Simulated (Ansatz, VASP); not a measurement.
**One calculation of Zn8Se7, two programs**

```
Zn Se
1.0
     0.00000    5.66760    5.66760
     5.66760    0.00000    5.66760
     5.66760    5.66760    0.00000
Zn Se
8 7
Direct
  0.00000 0.00000 0.00000
  0.00000 0.00000 0.50000
  0.00000 0.50000 0.00000
  0.00000 0.50000 0.50000
  0.50000 0.00000 0.00000
  0.50000 0.00000 0.50000
  0.50000 0.50000 0.00000
  0.50000 0.50000 0.50000
  0.12500 0.12500 0.62500
  0.12500 0.62500 0.12500
  0.12500 0.62500 0.62500
  0.62500 0.12500 0.12500
  0.62500 0.12500 0.62500
  0.62500 0.62500 0.12500
  0.62500 0.62500 0.62500
```

Alike in both runs: task single point; functional PBE; k mesh 2 × 2 × 2; occupations gaussian, width 0.05 eV; no spin polarisation.

|  | VASP | Ansatz |
| --- | --- | --- |
| version | VASP 6.6.1 | Ansatz 0.2.0 |
| potentials or method | VASP PAW PBE potentials, release 64 (Zn, Se) | plane waves, PAW |
| plane-wave cutoff (eV) | 400 | 420 |
| valence electrons in the cell | 138 | 208 |

|  | VASP | Ansatz | Ansatz less VASP |
| --- | --- | --- | --- |
| rms of the force components (eV/Å) | 0.109 | 0.104 | -0.0046 |

VASP's potentials hold 138 valence electrons a cell and Ansatz's 208, so a difference there can come from the potentials and not from the codes.

The k mesh is coarse, so the values compare programs but aren't converged.
